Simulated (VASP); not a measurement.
MgHgO2, 4 atoms in the cell. It takes space group P-4m2 (No. 115, tetragonal). The conventional cell has a = 3.388 Å, b = 3.388 Å, c = 5.039 Å, α = 90.00°, β = 90.00°, γ = 90.00°. Within 2.6 Å of Mg (site symmetry -4m2) lie 4 O at 1.98 Å. O (site symmetry 2mm) has 2 Mg at 1.98 Å and 2 Hg at 2.26 Å within 2.6 Å. Within 3.0 Å of Hg (site symmetry -4m2) lie 4 O at 2.26 Å. 

| Property | Result |
| --- | --- |
| Program | VASP 6.6.1 |
| Task | single point |
| Functional | PBE |
| Potentials or basis | VASP PAW PBE potentials, release 64 (Mg, O, Hg) |
| Cutoff | 520 eV |
| k mesh | 6 × 6 × 4 |
| Occupations | methfessel-paxton, width 0.2 eV |
| Spin | no spin polarisation |
| Dipole correction | no |
| Further INCAR settings | ALGO = Normal; EDIFF = 1e-07; NBANDS = 21 |

Potentials or basis: VASP PAW PBE potentials, release 64 (Mg, O, Hg).

Command:

```console
$ cat potpaw_PBE.64/Mg/POTCAR potpaw_PBE.64/O/POTCAR potpaw_PBE.64/Hg/POTCAR > POTCAR
$ mpirun -np 1 vasp_std > vasp.out
```

Hardware: 1 thread of AMD EPYC 9R14 (Zen 4) (shared host).

**Question.** How long does it take, and how much memory?

**Answer.** Run time: 23 s on 1 thread of AMD EPYC 9R14 (Zen 4) (shared host), peak memory 0.17 GiB. Counts: scf iterations 15, k points 30.
